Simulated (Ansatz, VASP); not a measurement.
**One calculation of BN, two programs**

```
B N
1.0
     4.36784    0.00000    0.00000
     0.00000    4.36784    0.00000
     0.00000    0.00000    2.52135
B N
4 4
Direct
  0.17411 0.82589 0.50000
  0.32589 0.32589 0.00000
  0.67411 0.67411 0.00000
  0.82589 0.17411 0.50000
  0.81229 0.81229 0.50000
  0.31229 0.68771 0.00000
  0.68771 0.31229 0.00000
  0.18771 0.18771 0.50000
```

Alike in both runs: task relaxation of cell and atoms; functional LDA; k mesh 6 × 6 × 10; occupations gaussian, width 0.02 eV; no spin polarisation.

```csv
,VASP,Ansatz
version,VASP 6.6.1,Ansatz 0.2.0
potentials or method,"VASP PAW LDA potentials, release 64 (B, N), cutoff 600 eV","scalar-relativistic, plane waves, PAW"
valence electrons in the cell,32,32
```

|  | VASP | Ansatz | Ansatz less VASP |
| --- | --- | --- | --- |
| gap on the k mesh at the Fermi level, each at its own relaxed structure (eV) | 4.56 | 4.58 | +0.019 |
| relaxed volume (Å³/atom) | 6.02 | 6.01 | -0.014 |
| relaxed cell length with the largest relative difference (Å) | 2.523 | 2.521 | -0.0021 |

Ansatz warns that its potentials were made for another functional, while VASP's fit it. LDA's correlation is that of Perdew and Zunger in VASP and of Perdew and Wang (1992) in Ansatz.
